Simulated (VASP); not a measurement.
Set up this calculation in VASP 6.6.1, as the native input.

```
Task                   : single point
Functional             : LDA
Potentials or basis    : VASP PAW LDA potentials, release 64 (Al)
Cutoff                 : 520 eV
k mesh                 : 12 × 12 × 6
Occupations            : fermi-dirac, width 0.1 eV
Spin                   : no spin polarisation
Dipole correction      : no
Further INCAR settings : ALGO = Normal; EDIFF = 1e-06; NBANDS = 10
```

The structure of Al lies in POSCAR:

```
Al
1.0
    2.8403029002      0.0000000000      0.0000000000
   -1.4201519550      2.4597749942      0.0000000000
    0.0000000000      0.0000000000      4.9150397677
Al
2
Direct
    0.6666666667      0.3333333333      0.7500000000
    0.3333333333      0.6666666667      0.2500000000
```

One way to write it, as run:

INCAR

```
PREC = Accurate
ENCUT = 520
EDIFF = 1E-6
ISMEAR = -1
SIGMA = 0.1
LREAL = False
LASPH = True
NELM = 100
ALGO = Normal
ISIF = 2
LWAVE = False
LCHARG = False
NBANDS = 10
```

KPOINTS

```
Automatic mesh
0
Gamma
  12 12 6
```

Potentials or basis: VASP PAW LDA potentials, release 64 (Al).

Launch:

```sh
$ cat potpaw_LDA.64/Al/POTCAR > POTCAR
$ mpirun -np 1 vasp_std > vasp.out
```

Results of the run:

The pressure is -4.9 GPa. The band gap on the k mesh is zero (band 3 reaches 11.00 eV, above the bottom of band 4 at 4.32 eV).

Wall time 12 s on 1 thread of Intel Xeon 6975P-C (shared host), peak memory 0.15 GiB.
